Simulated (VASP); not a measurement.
Set up this calculation in VASP 6.6.1, as the native input.

```yaml
Task: single point
Functional: PBE
Potentials_or_basis: VASP PAW PBE potentials, release 64 (Cd, Te)
Cutoff: 520 eV
k_mesh: 8 × 8 × 8
Occupations: gaussian, width 0.05 eV
Spin: no spin polarisation
Dipole_correction: no
Further_INCAR_settings: ALGO = Normal; EDIFF = 1e-06; NBANDS = 16
```

The structure of CdTe lies in POSCAR:

```
CdTe
1.0
    0.0000000000      3.3834133503      2.8759013477
    3.3834133503      0.0000000000      2.8759013477
    3.3834133503      3.3834133503      0.0000000000
Cd Te
1 1
Direct
    0.0000000000      0.0000000000      0.0000000000
    0.7500000000      0.7500000000      0.7500000000
```

This cell differs from its parent crystal: ratio of the length along z to the lengths across it x 0.85, volume and fractional coordinates fixed.

The input as run:

INCAR

```
PREC = Accurate
ENCUT = 520
EDIFF = 1E-6
ISMEAR = 0
SIGMA = 0.05
LREAL = False
LASPH = True
NELM = 60
ALGO = Normal
ISIF = 2
LWAVE = False
LCHARG = False
GGA = PE
NBANDS = 16
```

KPOINTS

```
Automatic mesh
0
Gamma
  8 8 8
```

Potentials or basis: VASP PAW PBE potentials, release 64 (Cd, Te).

Launch:

```sh
$ cat potpaw_PBE.64/Cd/POTCAR potpaw_PBE.64/Te/POTCAR > POTCAR
$ mpirun -np 1 vasp_std > vasp.out
```

Results of the run:

The pressure is 3.8 GPa and the band gap on the k mesh is 0.55 eV, direct.

Caveat: spin-orbit coupling is left out, which moves the levels of the heavy elements.

Wall time 31 s on 1 thread of AMD EPYC 9R45 96-Core Processor (Zen 5), with other jobs on the host, peak memory 0.21 GiB.
